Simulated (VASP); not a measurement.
# AlN (ke600) (F-43m) in VASP: a series of runs, part 2 of 2

VASP 6.6.1.

## (3) Single point, LDA

This run uses another cell than the first one, of 10.23 Å³/atom, 0.982 times its volume.

INCAR

```
ALGO = Normal ; EDIFF = 1E-6
ENCUT = 520 ; ISIF = 2
ISMEAR = 0 ; LASPH = T
LCHARG = F ; LREAL = F
LWAVE = F ; NBANDS = 11
NELM = 80 ; PREC = Accurate
SIGMA = 0.02
```

KPOINTS

```
k-points
0
Gamma
  10 10 10
```

POSCAR

```
AlN
1.0
    0.0000000000      2.1710713685      2.1710713685
    2.1710713685      0.0000000000      2.1710713685
    2.1710713685      2.1710713685      0.0000000000
Al N
1 1
Direct
    0.0000000000      0.0000000000      0.0000000000
    0.2500000000      0.2500000000      0.2500000000
```

Potentials or basis: VASP PAW LDA potentials, release 64 (Al, N).

Command:

```console
> cat potpaw_LDA.64/Al/POTCAR potpaw_LDA.64/N/POTCAR > POTCAR
> mpirun -np 1 vasp_std > vasp.out
```

OUTCAR:

```text
EDIFF = 1E-6
   ENCUT = 520
   ISIF = 2
   ISMEAR = 0
   LASPH = T
   LREAL = F
   NELM = 80
   PREC = Accurate

 ion  position               nearest neighbor table
   1  0.000  0.000  0.000-   2 1.88   2 1.88   2 1.88   2 1.88
   2  0.250  0.250  0.250-   1 1.88   1 1.88   1 1.88   1 1.88

  LATTYP: Found a face centered cubic cell.
 ALAT       =     4.3421427370

  Lattice vectors:

 A1 = (   0.0000000000,   2.1710713685,   2.1710713685)
 A2 = (   2.1710713685,   0.0000000000,   2.1710713685)
 A3 = (   2.1710713685,   2.1710713685,   0.0000000000)
[... 511 lines left out ...]
      6      15.3309      0.00000
      7      18.1885      0.00000
      8      20.4385      0.00000
      9      20.9544      0.00000
     10      27.1713      0.00000
     11      29.5835      0.00000

 [... further k-points ...]
[... 5 lines left out ...]
  --------------------------------------------------------------------------------------
  -------------------------------------------------------------------------------------
  Total        0.0831119      0.0831119      0.0831119     -0.0000000     -0.0000000     -0.0000000
  in kB        6.5061120      6.5061120      6.5061120     -0.0000000     -0.0000000     -0.0000000
  external PRESSURE =       6.5061120 kB  Pullay stress =       0.0000000 kB

 VOLUME and BASIS-vectors are now :
 -----------------------------------------------------------------------------
  energy-cutoff  :      520.00
  volume of cell :       20.47
      direct lattice vectors                 reciprocal lattice vectors
     0.000000000  2.171071368  2.171071368    -0.230301043  0.230301043  0.230301043
     2.171071368  0.000000000  2.171071368     0.230301043 -0.230301043  0.230301043
     2.171071368  2.171071368  0.000000000     0.230301043  0.230301043 -0.230301043

 POSITION                                       TOTAL-FORCE (eV/Angst)
 -----------------------------------------------------------------------------------
      0.00000      0.00000      0.00000         0.000000      0.000000      0.000000
      1.08554      1.08554      1.08554        -0.000000     -0.000000     -0.000000
 -----------------------------------------------------------------------------------
    total drift:                               -0.000000     -0.000000     -0.000000

  FREE ENERGIE OF THE ION-ELECTRON SYSTEM (eV)
  ---------------------------------------------------
  free  energy   TOTEN  =       -16.3754403767 eV

  energy  without entropy=      -16.3754403767  energy(sigma->0) =      -16.37544038
```

OSZICAR:

```text
N       E                     dE             d eps       ncg     rms          rms(c)
DAV:   1     0.857228428125E+01    0.85723E+01   -0.40536E+03  1074   0.616E+02
DAV:   2    -0.182351593664E+02   -0.26807E+02   -0.26019E+02  1239   0.128E+02
DAV:   3    -0.189397174091E+02   -0.70456E+00   -0.70381E+00  1273   0.192E+01
DAV:   4    -0.189426404349E+02   -0.29230E-02   -0.29228E-02  1175   0.149E+00
DAV:   5    -0.189426653565E+02   -0.24922E-04   -0.24921E-04  1258   0.131E-01    0.875E+00
DAV:   6    -0.164487385688E+02    0.24939E+01   -0.12727E+01  1157   0.175E+01    0.297E+00
DAV:   7    -0.164048185607E+02    0.43920E-01   -0.11010E-01  1202   0.248E+00    0.198E+00
DAV:   8    -0.163760295376E+02    0.28789E-01   -0.31419E-02  1178   0.159E+00    0.404E-01
DAV:   9    -0.163754271545E+02    0.60238E-03   -0.21441E-03  1199   0.281E-01    0.188E-01
DAV:  10    -0.163754443659E+02   -0.17211E-04   -0.12129E-04  1177   0.767E-02    0.579E-02
DAV:  11    -0.163754404115E+02    0.39544E-05   -0.39748E-06  1190   0.162E-02    0.103E-02
DAV:  12    -0.163754403767E+02    0.34784E-07   -0.74138E-08   661   0.207E-03
   1 F= -.16375440E+02 E0= -.16375440E+02  d E =-.632367E-12
```

Wall time 11 s (1 thread of Intel Xeon 8259CL, shared host); peak memory 0.13 GiB.

What came out:

* Free energy: -16.3754 eV
* Pressure: 0.7 GPa
* Band gap on the k mesh: 3.23 eV, indirect (least direct gap 4.39 eV)

## (4) Relaxation of cell and atoms, LDA

INCAR

```
SYSTEM = AlN
PREC = Accurate
ENCUT = 600
EDIFF = 1E-7
ISMEAR = 0
SIGMA = 0.02
LREAL = .False.
LASPH = .True.
NELM = 100
ALGO = Normal
ISIF = 3
LWAVE = .False.
LCHARG = .False.
GGA = CA
IBRION = 2
NSW = 100
EDIFFG = -0.002
```

KPOINTS

```
Automatic mesh
0
Gamma
  10 10 10
  0 0 0
```

POSCAR

```
AlN
1.0
    0.0000000000      2.1839935600      2.1839935600
    2.1839935600      0.0000000000      2.1839935600
    2.1839935600      2.1839935600      0.0000000000
Al N
1 1
Direct
    0.0000000000      0.0000000000      0.0000000000
    0.2500000000      0.2500000000      0.2500000000
```

Potentials or basis: VASP PAW LDA potentials, release 64 (Al, N).

Command:

```console
> cat potpaw_LDA.64/Al/POTCAR potpaw_LDA.64/N/POTCAR > POTCAR
> mpirun -np 1 vasp_std > vasp.out
```

OUTCAR:

```text
SYSTEM = AlN
   PREC = Accurate
   ENCUT = 600
   EDIFF = 1E-7
   ISMEAR = 0
   LREAL = .False.
   LASPH = .True.
   NELM = 100
   ISIF = 3
   GGA = CA
   IBRION = 2
   NSW = 100
   EDIFFG = -0.002

 ion  position               nearest neighbor table
   1  0.000  0.000  0.000-   2 1.89   2 1.89   2 1.89   2 1.89
   2  0.250  0.250  0.250-   1 1.89   1 1.89   1 1.89   1 1.89

  LATTYP: Found a face centered cubic cell.
 ALAT       =     4.3679871200

  Lattice vectors:

 A1 = (   0.0000000000,   2.1839935600,   2.1839935600)
 A2 = (   2.1839935600,   0.0000000000,   2.1839935600)
 A3 = (   2.1839935600,   2.1839935600,   0.0000000000)

Analysis of symmetry for initial positions (statically):
[... 252 lines left out ...]
  ---------------------------------------------------
  free energy    TOTEN  =       -16.37654217 eV

  energy without entropy =      -16.37654217  energy(sigma->0) =      -16.37654217

 E-fermi :   6.0231     XC(G=0): -11.3323

 val. band max:        5.8518889756   @ k =   0.0000   0.0000   0.0000
 cond. band min:       9.0818266264   @ k =   0.5000   0.5000   0.0000
 fundamental gap:      3.2299376508
 Fermi energy:         6.0231386595

 k-point     1 :       0.0000    0.0000    0.0000
  band No.  band energies     occupation
      1      -9.0604      2.00000
      2       5.8519      2.00000
      3       5.8519      2.00000
      4       5.8519      2.00000
      5      10.2223      0.00000
      6      18.3349      0.00000
      7      18.3349      0.00000
      8      18.3349      0.00000
[... 243 lines left out ...]
 k-point    24 :       0.4000    0.3000    0.0000
  band No.  band energies     occupation
      1      -6.9498      2.00000
      2       1.6543      2.00000
      3       4.1125      2.00000
      4       4.4202      2.00000
      5      10.7090      0.00000
      6      15.2877      0.00000
      7      18.1303      0.00000
      8      20.3835      0.00000

 [... further k-points ...]
[... 5 lines left out ...]
  --------------------------------------------------------------------------------------
  -------------------------------------------------------------------------------------
  Total       -0.0014667     -0.0014667     -0.0014667      0.0000000     -0.0000000     -0.0000000
  in kB       -0.1145142     -0.1145142     -0.1145142      0.0000000     -0.0000000     -0.0000000
  external PRESSURE =      -0.1145142 kB  Pullay stress =       0.0000000 kB
[... 17 lines left out ...]
  FREE ENERGIE OF THE ION-ELECTRON SYSTEM (eV)
  ---------------------------------------------------
  free  energy   TOTEN  =       -16.3765421724 eV

  energy  without entropy=      -16.3765421724  energy(sigma->0) =      -16.37654217

 reached required accuracy - stopping structural energy minimisation
```

OSZICAR:

```text
N       E                     dE             d eps       ncg     rms          rms(c)
DAV:   1     0.109099517159E+02    0.10910E+02   -0.44023E+03   784   0.939E+02
DAV:   2    -0.183921436405E+02   -0.29302E+02   -0.28531E+02   968   0.137E+02
DAV:   3    -0.189000329631E+02   -0.50789E+00   -0.50789E+00   896   0.232E+01
[... 20 lines left out ...]
DAV:   2    -0.163766829204E+02    0.46040E-02   -0.27925E-02   768   0.113E+00    0.104E-01
DAV:   3    -0.163765946962E+02    0.88224E-04   -0.25895E-04   856   0.177E-01    0.403E-02
DAV:   4    -0.163765469130E+02    0.47783E-04   -0.20915E-05   856   0.356E-02    0.159E-02
DAV:   5    -0.163765421923E+02    0.47207E-05   -0.41781E-06   856   0.156E-02    0.857E-03
DAV:   6    -0.163765421724E+02    0.19883E-07   -0.35320E-08   552   0.194E-03
   3 F= -.16376542E+02 E0= -.16376542E+02  d E =-.307873E-02
```

It took 36 s on 1 thread of Intel Xeon 8259CL, shared host; peak memory 0.14 GiB.

Results:

| Property | Result |
| --- | --- |
| Free energy | -16.3765 eV |
| Relaxed volume | 10.26 Å³/atom |
| Relaxed cell | a = 3.073 Å, b = 3.073 Å, c = 3.073 Å, α = 60.00°, β = 60.00°, γ = 60.00° |
| Space group after relaxing (to 0.05 Å) | F-43m (No. 216) |
| Energy gained by relaxing | 1.5 meV/atom |
| Ionic steps | 3 |
| Pressure after relaxing | 0.0 GPa |
| Band gap on the k mesh | 3.23 eV, indirect (least direct gap 4.37 eV) |

Step by step:
| step | energy change (eV) | largest force (eV/Å) | pressure (GPa) | volume (Å³) |
| --- | --- | --- | --- | --- |
| 1 | 0.0000 | 0.0000 | -3.11 | 20.83 |
| 2 | -0.0003 | 0.0000 | 3.10 | 20.23 |
| 3 | -0.0031 | 0.0000 | -0.01 | 20.52 |

Final structure:
```yaml
crystal:
  lattice:
    - [0.00000, 2.17300, 2.17300]
    - [2.17300, 0.00000, 2.17300]
    - [2.17300, 2.17300, 0.00000]
  atoms:
    - { symbol: Al, position: [0.00000, 0.00000, 0.00000] }
    - { symbol: N, position: [0.25000, 0.25000, 0.25000] }
```

A k mesh can miss the band edges. A hybrid or GW would open this gap; LDA tends to underestimate it.

## (5) The runs side by side

```csv
task,cell,k mesh,cutoff (eV),smearing,gap on the mesh (eV),pressure (GPa)
single point,"a = 3.089 Å, angles 60.0°, 2 atoms",8 × 8 × 8,520,gaussian 0.1 eV,3.22,-3.0
single point,"a = 3.070 Å, angles 60.0°, 2 atoms",10 × 10 × 10,520,gaussian 0.02 eV,3.23,0.7
relaxation of cell and atoms,"relaxed from a = 3.089 Å, angles 60.0°, 2 atoms",10 × 10 × 10,600,gaussian 0.02 eV,3.23,0.0
```

Alike in all rows: level LDA; potentials or basis VASP PAW LDA potentials, release 64 (Al, N); no spin polarisation.

Total energies depend on the potentials used, so only differences within one code and one set of settings carry meaning.
